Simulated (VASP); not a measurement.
# WC (P-6m2) in VASP: settings compared

The runs below take WC through relaxation of cell and atoms, with LDA, RPBE, PBE+D3(BJ).

All numbers are computed with VASP 6.6.1; they aren't measurements. Logs are shortened: lines on timing, memory, paths and dates and some standing lists are left out, and cuts for length are marked.

## 1. The cell of the first run

Symmetry: P-6m2, No. 187, hexagonal system. The conventional cell has a = 2.907 Å, b = 2.907 Å, c = 2.837 Å, α = 90.00°, β = 90.00°, γ = 120.00°. Within 3.0 Å of W (site symmetry -6m2) lie 6 C at 2.20 Å and 8 W at 2.84 to 2.91 Å. C (site symmetry -6m2) has 6 W at 2.20 Å and 8 C at 2.84 to 2.91 Å within 3.0 Å.

## 2. Relaxation of cell and atoms, LDA

INCAR reads:

```
SYSTEM = WC
  PREC = Accurate
  ENCUT = 600
  EDIFF = 1E-7
  ISMEAR = -1
  SIGMA = 0.05
  LREAL = .False.
  LASPH = .True.
  NELM = 60
  ALGO = Normal
  ISIF = 3
  LWAVE = .False.
  LCHARG = .False.
  GGA = CA
  IBRION = 2
  NSW = 80
  EDIFFG = -0.01
```

KPOINTS reads:

```
Automatic mesh
0
Gamma
  11 11 9
  0 0 0
```

POSCAR reads:

```
WC
1.0
    2.9065000000      0.0000000000      0.0000000000
   -1.4532500000      2.5171028400      0.0000000000
    0.0000000000      0.0000000000      2.8366000000
W C
1 1
Direct
    0.0000000000      0.0000000000      0.0000000000
    0.6666666667      0.3333333333      0.5000000000
```

Potentials or basis: VASP PAW LDA potentials, release 64 (W_sv, C).

Command:

```
cat potpaw_LDA.64/W_sv/POTCAR potpaw_LDA.64/C/POTCAR > POTCAR
mpirun -np 1 vasp_std > vasp.out
```

OUTCAR:

```text
SYSTEM = WC
   PREC = Accurate
   ENCUT = 600
   EDIFF = 1E-7
   ISMEAR = -1
   LREAL = .False.
   LASPH = .True.
   NELM = 60
   ISIF = 3
   GGA = CA
   IBRION = 2
   NSW = 80
   EDIFFG = -0.01

 ion  position               nearest neighbor table
   1  0.000  0.000  0.000-   2 2.20   2 2.20   2 2.20   2 2.20   2 2.20   2 2.20
   2  0.667  0.333  0.500-   1 2.20   1 2.20   1 2.20   1 2.20   1 2.20   1 2.20

  LATTYP: Found a hexagonal cell.
 ALAT       =     2.9065000000
 C/A-ratio  =     0.9759504559

  Lattice vectors:

 A1 = (   2.9065000000,   0.0000000000,   0.0000000000)
 A2 = (  -1.4532500000,   2.5171028400,   0.0000000000)
 A3 = (   0.0000000000,   0.0000000000,   2.8366000000)

Analysis of symmetry for initial positions (statically):
=====================================================================
 Subroutine PRICEL returns:
 Original cell was already a primitive cell.

 Routine SETGRP: Setting up the symmetry group for a
 hexagonal supercell.

 Subroutine GETGRP returns: Found 12 space group operations
 (whereof 12 operations were pure point group operations)
 out of a pool of 24 trial point group operations.

The static configuration has the point symmetry D_3h.

Analysis of symmetry for dynamics (positions and initial velocities):
=====================================================================
 Subroutine PRICEL returns:
 Original cell was already a primitive cell.

 Routine SETGRP: Setting up the symmetry group for a
 hexagonal supercell.

 Subroutine GETGRP returns: Found 12 space group operations
 (whereof 12 operations were pure point group operations)
 out of a pool of 24 trial point group operations.

The dynamic configuration has the point symmetry D_3h.

 Subroutine INISYM returns: Found 12 space group operations
 (whereof 12 operations are pure point group operations),
 and found     1 'primitive' translations

----------------------------------------------------------------------------------------

                                     Primitive cell

  volume of cell :      20.7525

  direct lattice vectors                    reciprocal lattice vectors
     2.906500000  0.000000000  0.000000000     0.344056425  0.198641069  0.000000000
    -1.453250000  2.517102840  0.000000000     0.000000000  0.397282139  0.000000000
     0.000000000  0.000000000  2.836600000     0.000000000  0.000000000  0.352534725

  length of vectors
     2.906500000  2.906500003  2.836600000     0.397282139  0.397282139  0.352534725
[... 103 lines left out ...]
  Fermi-wavevector in a.u.,A,eV,Ry     =   1.561262  2.950358 33.164744  2.437540
  Thomas-Fermi vector in A             =   2.664353
   LORBIT       =      0    0 simple, 1 ext, 2 COOP (PROOUT), +10 PAW based schemes
   GGA     = CA    functional components
   LHFCALC =     F    Hartree Fock is set to
   AEXX    =    0.0000 exact exchange contribution
   IVDW    =     0    specifies the selected vdW correction
   LEPSILON=     F    determine dielectric tensor
   LRPA    =     F    only Hartree local field effects (RPA)
 conjugate gradient relaxation of ions
 non-spin polarized calculation
  energy-cutoff  :      600.00
  volume of cell :       20.75
 maximum number of plane-waves:       704
 NGX is ok and might be reduce to    24
   NGX = 11   NGY = 11   NGZ = 11

--------------------------------------- Ionic step        1  -------------------------------------------

 number of electron      18.0000000 magnetization

 Free energy of the ion-electron system (eV)
  ---------------------------------------------------
  ext. energy  EPLUGINS =         0.00000000
  ---------------------------------------------------
  free energy    TOTEN  =       -24.69514712 eV

  energy without entropy =      -24.69245778  energy(sigma->0) =      -24.69380245

------------------------ aborting loop because EDIFF is reached ----------------------------------------

  FORCE on cell =-STRESS in cart. coord.  units (eV):
  Direction    XX          YY          ZZ          XY          YZ          ZX
  --------------------------------------------------------------------------------------
  -------------------------------------------------------------------------------------
  Total       -0.8580195     -0.8580195     -1.1913182      0.0000000     -0.0000000      0.0000000
  in kB      -66.2427513    -66.2427515    -91.9748252      0.0000000     -0.0000000      0.0000000
  external PRESSURE =     -74.8201093 kB  Pullay stress =       0.0000000 kB
[... 95 lines left out ...]
--------------------------------------- Ionic step        4  -------------------------------------------

 number of electron      18.0000001 magnetization

 Free energy of the ion-electron system (eV)
  ---------------------------------------------------
  ext. energy  EPLUGINS =         0.00000000
  ---------------------------------------------------
  free energy    TOTEN  =       -24.70423076 eV

  energy without entropy =      -24.70171745  energy(sigma->0) =      -24.70297411

 E-fermi :  11.3020     XC(G=0): -14.0772

 val. band max:       11.2808740315   @ k =   0.4545   0.0909   0.4444
 cond. band min:      11.3779455364   @ k =   0.0000   0.0000   0.1111
 fundamental gap:      0.0970715049
 Fermi energy:        11.3019622363

 k-point     1 :       0.0000    0.0000    0.0000
  band No.  band energies     occupation
      1     -62.2508      2.00000
      2     -26.4889      2.00000
      3     -26.3859      2.00000
      4     -26.3859      2.00000
      5      -3.1661      2.00000
      6       6.8261      2.00000
      7       7.8212      2.00000
      8       7.8212      2.00000
      9      11.3924      0.28151
     10      14.5219      0.00000
     11      14.5219      0.00000
     12      16.9628      0.00000
     13      16.9628      0.00000
[... 354 lines left out ...]
  band No.  band energies     occupation
      1     -62.2149      2.00000
      2     -26.7876      2.00000
      3     -26.5278      2.00000
      4     -26.4905      2.00000
      5      -1.5219      2.00000
      6       5.9421      2.00000
      7       7.6424      2.00000
      8       8.5432      2.00000
      9       9.4204      2.00000
     10      13.0278      0.00000
     11      15.3990      0.00000
     12      16.8224      0.00000
     13      17.4229      0.00000

 [... further k-points ...]

------------------------ aborting loop because EDIFF is reached ----------------------------------------

  FORCE on cell =-STRESS in cart. coord.  units (eV):
  Direction    XX          YY          ZZ          XY          YZ          ZX
  --------------------------------------------------------------------------------------
  -------------------------------------------------------------------------------------
  Total       -0.0038240     -0.0038240      0.0001691      0.0000000      0.0000000      0.0000000
  in kB       -0.3006334     -0.3006334      0.0132934      0.0000000      0.0000000      0.0000000
  external PRESSURE =      -0.1959911 kB  Pullay stress =       0.0000000 kB
[... 17 lines left out ...]
  FREE ENERGIE OF THE ION-ELECTRON SYSTEM (eV)
  ---------------------------------------------------
  free  energy   TOTEN  =       -24.7042307610 eV

  energy  without entropy=      -24.7017174507  energy(sigma->0) =      -24.70297411

 reached required accuracy - stopping structural energy minimisation
```

OSZICAR:

```text
N       E                     dE             d eps       ncg     rms          rms(c)
DAV:   1     0.117528709249E+03    0.11753E+03   -0.10808E+04  2080   0.170E+03
DAV:   2    -0.236772646651E+02   -0.14121E+03   -0.13760E+03  2400   0.407E+02
DAV:   3    -0.277590941561E+02   -0.40818E+01   -0.40551E+01  2513   0.632E+01
DAV:   4    -0.277991910639E+02   -0.40097E-01   -0.40080E-01  2293   0.677E+00
[... 33 lines left out ...]
DAV:   1    -0.247042528415E+02   -0.26878E-04   -0.54685E-04  2105   0.348E-01    0.710E-02
DAV:   2    -0.247042341211E+02    0.18720E-04   -0.47251E-05  2130   0.892E-02    0.140E-02
DAV:   3    -0.247042312391E+02    0.28820E-05   -0.52871E-06  2230   0.215E-02    0.451E-03
DAV:   4    -0.247042307616E+02    0.47757E-06   -0.12882E-06  2255   0.135E-02    0.582E-03
DAV:   5    -0.247042307610E+02    0.61345E-09   -0.89984E-08  1090   0.372E-03
   4 F= -.24704231E+02 E0= -.24702974E+02  d E =-.908365E-02
```

Run time: 64 s. Hardware: 1 thread of Intel Xeon 8259CL, shared host; peak memory 0.16 GiB.

Results:

| Item | Value |
| --- | --- |
| Free energy | -24.7042 eV |
| Relaxed volume | 10.19 Å³/atom |
| Relaxed cell | a = 2.891 Å, b = 2.891 Å, c = 2.816 Å, α = 90.00°, β = 90.00°, γ = 120.00° |
| Space group after relaxing (to 0.1 Å) | P-6m2 (No. 187) |
| Energy gained by relaxing | 4.5 meV/atom |
| Ionic steps | 4 |
| Pressure after relaxing | 0.0 GPa |
| Band gap on the k mesh | zero (bands 9 and 10 overlap by 1.28 eV) |

Step by step:
```tsv
step	energy change (eV)	largest force (eV/Å)	pressure (GPa)	volume (Å³)
1	0.0000	0.0000	-7.48	20.75
2	0.0722	0.0000	25.31	19.33
3	-0.0091	0.0000	-0.18	20.39
4	-0.0091	0.0000	-0.02	20.38
```

Final structure:
```
CELL_PARAMETERS angstrom
2.89099 0.00000 0.00000
-1.44549 2.50367 0.00000
0.00000 0.00000 2.81558
ATOMIC_POSITIONS crystal
W 0.00000 0.00000 0.00000
C 0.66667 0.33333 0.50000
```

Levels at points of the mesh, in eV from the Fermi level:
| k point | band 5 | band 6 | band 7 | band 8 | band 9 | band 10 | band 11 | band 12 | band 13 |
| --- | --- | --- | --- | --- | --- | --- | --- | --- | --- |
| (0.00, 0.00, 0.00) | -14.47 | -4.48 | -3.48 | -3.48 | 0.09 | 3.22 | 3.22 | 5.66 | 5.66 |

Caveat: spin-orbit coupling is left out, which moves the levels of the heavy elements. Zero-point motion and thermal expansion aren't in these numbers.

## 3. Relaxation of cell and atoms, RPBE

INCAR reads:

```
PREC = Accurate
ENCUT = 600
EDIFF = 1E-6
ISMEAR = -1
SIGMA = 0.05
LREAL = False
LASPH = True
NELM = 80
ALGO = Normal
ISIF = 3
LWAVE = False
LCHARG = False
GGA = RP
IBRION = 2
NSW = 80
EDIFFG = -0.01
```

KPOINTS reads:

```
regular mesh
0
Gamma
  11 11 9
```

POSCAR is that of step 2.

Potentials or basis: VASP PAW PBE potentials, release 64 (W_sv, C).

Command:

```
cat potpaw_PBE.64/W_sv/POTCAR potpaw_PBE.64/C/POTCAR > POTCAR
mpirun -np 1 vasp_std > vasp.out
```

Run time: 2 min. Hardware: 1 thread of Intel Xeon 8259CL, shared host; peak memory 0.18 GiB.

It converged, with:

- Free energy: -21.4102 eV
- Relaxed volume: 10.67 Å³/atom
- Relaxed cell: a = 2.936 Å, b = 2.936 Å, c = 2.858 Å, α = 90.00°, β = 90.00°, γ = 120.00°
- Space group after relaxing (to 0.1 Å): P-6m2 (No. 187)
- Energy gained by relaxing: 9.8 meV/atom
- Ionic steps: 9
- Pressure after relaxing: 0.0 GPa
- Band gap on the k mesh: zero (bands 9 and 10 overlap by 1.17 eV)

The path:
| step | energy change (eV) | largest force (eV/Å) | pressure (GPa) | volume (Å³) |
| --- | --- | --- | --- | --- |
| 1 | 0.0000 | 0.0000 | 10.97 | 20.75 |
| 2 | 0.1072 | 0.0000 | -23.41 | 22.96 |
| 3 | -0.0195 | 0.0000 | -0.29 | 21.35 |
| 4 | -0.0195 | 0.0000 | -0.06 | 21.34 |
| 5 | -0.0195 | 0.0000 | 0.15 | 21.32 |
| 6 | -0.0195 | 0.0000 | 0.20 | 21.33 |
| 7 | -0.0196 | 0.0000 | 0.22 | 21.33 |
| 8 | -0.0196 | 0.0000 | -0.41 | 21.36 |
| 9 | -0.0196 | 0.0000 | 0.01 | 21.34 |

Final structure:
```cif
data_structure
_symmetry_space_group_name_H-M 'P 1'
_symmetry_Int_Tables_number 1
_cell_length_a 2.9360
_cell_length_b 2.9360
_cell_length_c 2.8585
_cell_angle_alpha 90.000
_cell_angle_beta 90.000
_cell_angle_gamma 120.000
_cell_volume 21.34
loop_
_atom_site_label
_atom_site_type_symbol
_atom_site_fract_x
_atom_site_fract_y
_atom_site_fract_z
_atom_site_occupancy
W1 W 0.00000 0.00000 0.00000 1
C1 C 0.66667 0.33333 0.50000 1
```

Levels at points of the mesh, in eV from the Fermi level:
| k point | band 7 | band 8 | band 9 | band 10 | band 11 | band 12 |
| --- | --- | --- | --- | --- | --- | --- |
| (0.00, 0.00, 0.00) | -3.24 | -3.24 | 0.10 | 3.11 | 3.11 | 5.49 |

Caveat: the PAW data sets were made with another functional, which shifts forces and pressure a little; spin-orbit coupling is left out, which moves the levels of the heavy elements.

## 4. Relaxation of cell and atoms, PBE+D3(BJ)

INCAR reads:

```
ALGO     = Normal         # electronic algorithm
EDIFF    = 1E-6           # SCF threshold, eV
EDIFFG   = -0.01          # ionic threshold
ENCUT    = 600            # plane-wave cutoff, eV
GGA      = PE             # functional
IBRION   = 2              # ionic algorithm
ISIF     = 3              # what is computed and relaxed
ISMEAR   = -1             # smearing method
IVDW     = 12             # dispersion correction
LASPH    = T              # aspherical terms in the spheres
LCHARG   = F              # write CHGCAR
LREAL    = F              # projectors in reciprocal space
LWAVE    = F              # write WAVECAR
NELM     = 60             # most SCF steps
NSW      = 80             # ionic steps
PREC     = Accurate       # precision mode
SIGMA    = 0.05           # smearing width, eV
```

KPOINTS reads:

```
k-points
0
Gamma
  11 11 9
```

POSCAR is that of step 3.

Command:

```
cat potpaw_PBE.64/W_sv/POTCAR potpaw_PBE.64/C/POTCAR > POTCAR
mpirun -np 1 vasp_std > vasp.out
```

Wall time 51 s (1 thread of Intel Xeon 8259CL, shared host); peak memory 0.18 GiB.

Results (log left out):

```
Free energy                           : -23.3684 eV
Relaxed volume                        : 10.36 Å³/atom
Relaxed cell                          : a = 2.905 Å, b = 2.905 Å, c = 2.834 Å, α = 90.00°, β = 90.00°, γ = 120.00°
Space group after relaxing (to 0.1 Å) : P-6m2 (No. 187)
Energy gained by relaxing             : 0.0 meV/atom
Ionic steps                           : 3
Pressure after relaxing               : 0.0 GPa
Band gap on the k mesh                : zero (bands 9 and 10 overlap by 1.20 eV)
Dispersion energy per atom            : -0.463 eV
```

Stress tensor (GPa, compression positive):
```
 0.07  0.00  0.00
 0.00  0.07  0.00
 0.00  0.00 -0.06
```

Final structure:
```
W C
1.0
     2.90524    0.00000    0.00000
    -1.45262    2.51602    0.00000
     0.00000    0.00000    2.83393
W C
1 1
Direct
  0.00000 0.00000 0.00000
  0.66667 0.33333 0.50000
```

Levels at points of the mesh, in eV from the Fermi level:
```tsv
k point	band 7	band 8	band 9	band 10	band 11	band 12
(0.00, 0.00, 0.00)	-3.37	-3.37	0.07	3.22	3.22	5.61
```

Caveat: spin-orbit coupling is left out, which moves the levels of the heavy elements.

## 5. The runs side by side

```csv
level,potentials or basis,gap on the mesh (eV),pressure (GPa),relaxed volume (Å³/atom)
LDA,"VASP PAW LDA potentials, release 64 (W_sv, C)",none,0.0,10.19
RPBE,"VASP PAW PBE potentials, release 64 (W_sv, C)",none,0.0,10.67
PBE+D3(BJ),"VASP PAW PBE potentials, release 64 (W_sv, C)",none,0.0,10.36
```

Alike in all rows: task relaxation of cell and atoms; no spin polarisation; cell relaxed; k mesh 11 × 11 × 9; cutoff (eV) 600; smearing fermi-dirac 0.05 eV.

Caveats: spin-orbit coupling is left out, which moves the levels of the heavy elements; the PAW data sets were made with another functional, which shifts forces and pressure a little (at least some runs).

Total energies depend on the potentials used, so only differences within one code and one set of settings carry meaning.
